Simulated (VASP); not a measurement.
Set up this calculation in VASP 6.6.1, as the native input.

```yaml
Task: single point
Functional: PBE
Potentials_or_basis: VASP PAW PBE potentials, release 64 (Si, C)
Cutoff: 520 eV
k_mesh: 10 × 10 × 10
Occupations: fermi-dirac, width 0.02 eV
Spin: no spin polarisation
Dipole_correction: no
Further_INCAR_settings: ALGO = Normal; EDIFF = 1e-06; NBANDS = 11
```

The structure of SiC lies in POSCAR:

```
SiC
1.0
    0.0000000000      2.1780523525      2.1283927589
    2.1780523525      0.0000000000      2.1283927589
    2.1780523525      2.1780523525      0.0000000000
Si C
1 1
Direct
    0.0000000000      0.0000000000      0.0000000000
    0.2500000000      0.2500000000      0.2500000000
```

This cell differs from its parent crystal: uniaxial z strain -2.3%.

These files were run (other wordings do the same):

INCAR

```
SYSTEM = SiC
  PREC = Accurate
  ENCUT = 520
  EDIFF = 1E-6
  ISMEAR = -1
  SIGMA = 0.02
  LREAL = .FALSE.
  LASPH = .TRUE.
  NELM = 100
  ALGO = Normal
  ISIF = 2
  LWAVE = .FALSE.
  LCHARG = .FALSE.
  GGA = PE
  NBANDS = 11
```

KPOINTS

```
regular mesh
0
G
  10 10 10
  0 0 0
```

Potentials or basis: VASP PAW PBE potentials, release 64 (Si, C).

Command:

```console
$ cat potpaw_PBE.64/Si/POTCAR potpaw_PBE.64/C/POTCAR > POTCAR
$ mpirun -np 1 vasp_std > vasp.out
```

Results of the run:

```yaml
Pressure: 8.9 GPa
Band_gap_on_the_k_mesh: 1.09 eV, indirect (least direct gap 4.54 eV)
```

Caveat: the cell differs from its parent crystal (uniaxial z strain -2.3%).

Run time: 26 s on 1 thread of AMD EPYC 7R13, with other jobs on the host, peak memory 0.12 GiB.
